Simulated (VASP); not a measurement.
InGa3As4: single point with PBE

The system is InGa3As4.

```
In Ga As
1.0
     5.61082    0.00000    0.00000
     0.00000    5.61082    0.00000
     0.00000    0.00000    5.61082
In Ga As
1 3 4
Direct
  0.50000 0.50000 0.50000
  0.50000 0.00000 0.00000
  0.00000 0.00000 0.50000
  0.00000 0.50000 0.00000
  0.25000 0.75000 0.25000
  0.25000 0.25000 0.75000
  0.75000 0.75000 0.75000
  0.75000 0.25000 0.25000
```

- Program: VASP 6.6.1
- Task: single point
- Functional: PBE
- Potentials or basis: VASP PAW PBE potentials, release 64 (In_d, Ga_d, As)
- Cutoff: 520 eV
- k mesh: 4 × 4 × 4
- Occupations: gaussian, width 0.1 eV
- Spin: no spin polarisation

```yaml
Pressure: 11.0 GPa
Band_gap_on_the_k_mesh: 0.72 eV, direct
```

Levels at points of the mesh, in eV from the valence-band top:
| k point | band 32 | band 33 | band 34 | band 35 | band 36 | band 37 | band 38 | band 39 | band 40 | band 41 |
| --- | --- | --- | --- | --- | --- | --- | --- | --- | --- | --- |
| (0.00, 0.00, 0.00) | -2.84 | -2.84 | 0.00 | 0.00 | 0.00 | 0.72 | 1.33 | 1.33 | 1.33 | 1.54 |
| (0.50, 0.00, 0.00) | -3.60 | -1.87 | -1.87 | -1.76 | -1.76 | 1.91 | 1.98 | 3.27 | 3.36 | 4.51 |
| (0.50, 0.50, 0.00) | -3.51 | -1.37 | -1.35 | -1.27 | -1.27 | 2.65 | 2.65 | 2.80 | 3.20 | 5.42 |
| (0.50, 0.50, 0.50) | -1.25 | -1.25 | -1.12 | -1.12 | -1.12 | 0.95 | 0.95 | 0.95 | 1.83 | 4.50 |

Run time: 65 s on 1 thread of Intel(R) Xeon(R) Platinum 8375C CPU @ 2.90GHz (Ice Lake), with other jobs on the host, peak memory 0.29 GiB.

Caveat: spin-orbit coupling is left out, which moves the levels of the heavy elements. A k mesh can miss the band edges.
